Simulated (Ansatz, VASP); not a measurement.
# C4F: VASP beside Ansatz

File INCAR:

```
PREC = Accurate
ENCUT = 600
EDIFF = 1E-6
ISMEAR = 0
SIGMA = 0.1
LREAL = F
LASPH = T
NELM = 200
ALGO = Normal
ISIF = 2
LWAVE = F
LCHARG = F
ISPIN = 2
MAGMOM = 1 1 1 1 1
LORBIT = 11
GGA = PE
IVDW = 12
NBANDS = 24
GGA_COMPAT = F
```

The input KPOINTS:

```
Automatic mesh
0
Gamma
  6 6 6
```

POSCAR

```
C4F
1.0
    2.3326612100      1.3467625800      3.5970706300
   -2.3326612100      1.3467625800      3.5970706300
    0.0000000000     -2.6935251500      3.5970706300
C F
4 1
Direct
    0.5000000000      0.5000000000      0.0000000000
    0.0000000000      0.5000000000      0.5000000000
    0.5000000000      0.0000000000      0.5000000000
    0.5000000000      0.5000000000      0.5000000000
    0.0000000000      0.0000000000      0.0000000000
```

Input for Ansatz:

```yaml
crystal:
  lattice:
    - [2.33266121, 1.34676258, 3.59707063]
    - [-2.33266121, 1.34676258, 3.59707063]
    - [0.0, -2.69352515, 3.59707063]
  atoms:
    - { symbol: C, position: [0.5, 0.5, 0.0], spin: 1.0 }
    - { symbol: C, position: [0.0, 0.5, 0.5], spin: 1.0 }
    - { symbol: C, position: [0.5, 0.0, 0.5], spin: 1.0 }
    - { symbol: C, position: [0.5, 0.5, 0.5], spin: 1.0 }
    - { symbol: F, position: [0.0, 0.0, 0.0], spin: 1.0 }
basis:
  ecutwfc: 420
kpoints:
  mp_grid: { grid: [6, 6, 6] }
hamiltonian:
  xc: pbe
  dispersion: d3bj
scf:
  occupations: { method: gaussian, width: 0.1 }
  lower_state_search: "off"
output:
  forces: true
  stress: true
  eigenvalues: true
  populations: true
magnetization:
  spin_polarized: true
```

Alike in both runs: task single point; functional PBE; dispersion D3(BJ); k mesh 6 × 6 × 6; occupations gaussian, width 0.1 eV; collinear spin.

|  | VASP | Ansatz |
| --- | --- | --- |
| version | VASP 6.6.1 | Ansatz 0.2.0 |
| potentials or method | VASP PAW PBE potentials, release 64 (C, F), cutoff 600 eV | scalar-relativistic, plane waves, PAW |
| valence electrons in the cell | 23 | 23 |

|  | VASP | Ansatz | Ansatz less VASP |
| --- | --- | --- | --- |
| gap on the k mesh at the Fermi level (eV) | none | none | - |
| pressure (GPa) | -26.2 | -26.1 | +0.17 |
| traceless stress, the component that is largest in VASP (GPa) | -5.25 | -5.26 | -0.006 |
| net moment per atom (μB) | 0.02 | 0.02 | -0.008 |

A gap of «none» marks a metal or a gap that the smearing closes. Ansatz's warnings: seeded moment not kept.
